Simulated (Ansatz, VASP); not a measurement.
## Two plane-wave programs on Si6Ru

```
Si Ru
1.0
     0.00000    5.22994    2.74565
     3.62716    0.00000    2.74565
     3.62716    5.22994    0.00000
Si Ru
6 1
Direct
  0.23097 0.11714 0.51672
  0.11714 0.23097 0.13517
  0.86483 0.48328 0.88286
  0.48328 0.86483 0.76903
  0.38359 0.71143 0.28857
  0.71143 0.38359 0.61641
  0.87131 0.87131 0.12869
```

Alike in both runs: functional PBE; k mesh 8 × 8 × 8; occupations gaussian, width 0.1 eV; no spin polarisation.

Ansatz relaxed the structure, and its values are those at the end. VASP's run is a single point on that final structure, the one shown.

|  | VASP | Ansatz |
| --- | --- | --- |
| version | VASP 6.6.1 | Ansatz 0.2.0 |
| potentials or method | VASP PAW PBE potentials, release 64 (Si, Ru_pv), cutoff 520 eV | scalar-relativistic, plane waves, PAW |
| valence electrons in the cell | 38 | 40 |

|  | VASP | Ansatz | Ansatz less VASP |
| --- | --- | --- | --- |
| gap on the k mesh at the Fermi level (eV) | none | none | - |
| pressure (GPa) | -0.1 | 0.0 | +0.07 |
| rms of the force components (eV/Å) | 0.003 | 0.002 | -0.0017 |

A gap of «none» marks a metal or a gap that the smearing closes. The functional is the same, so the differences come from potentials, cutoffs and numerics. VASP's potentials hold 38 valence electrons a cell and Ansatz's 40, so a difference there can come from the potentials and not from the codes.
